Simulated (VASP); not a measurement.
A run of VASP 6.6.1:

The input INCAR:

```
PREC = Accurate
ENCUT = 520
EDIFF = 1E-6
ISMEAR = -1
SIGMA = 0.1
LREAL = F
LASPH = T
NELM = 100
ALGO = Normal
ISIF = 2
LWAVE = F
LCHARG = T
GGA = PE
LELF = T
LVHAR = T
NBANDS = 19
```

KPOINTS

```
regular mesh
0
Gamma
  16 16 16
```

The input POSCAR:

```
Zn
1.0
   -2.6024249330      2.6024249330      1.2798018317
    2.6024249330     -2.6024249330      1.2798018317
    2.6024249330      2.6024249330     -1.2798018317
Zn
2
Direct
   -0.3750000000     -0.1250000000     -0.2500000000
    0.3750000000      0.1250000000      0.2500000000
```

Potentials or basis: VASP PAW PBE potentials, release 64 (Zn).

Run with:

```console
$ cat potpaw_PBE.64/Zn/POTCAR > POTCAR
$ mpirun -np 1 vasp_std > vasp.out
```

Hardware: 1 thread of AMD EPYC 9R45 (shared host).

Problem. How long does it take, and how much memory?

Solution. Run time: 5 min on 1 thread of AMD EPYC 9R45 (shared host), peak memory 0.28 GiB. Counts: scf iterations 11, k points 349.
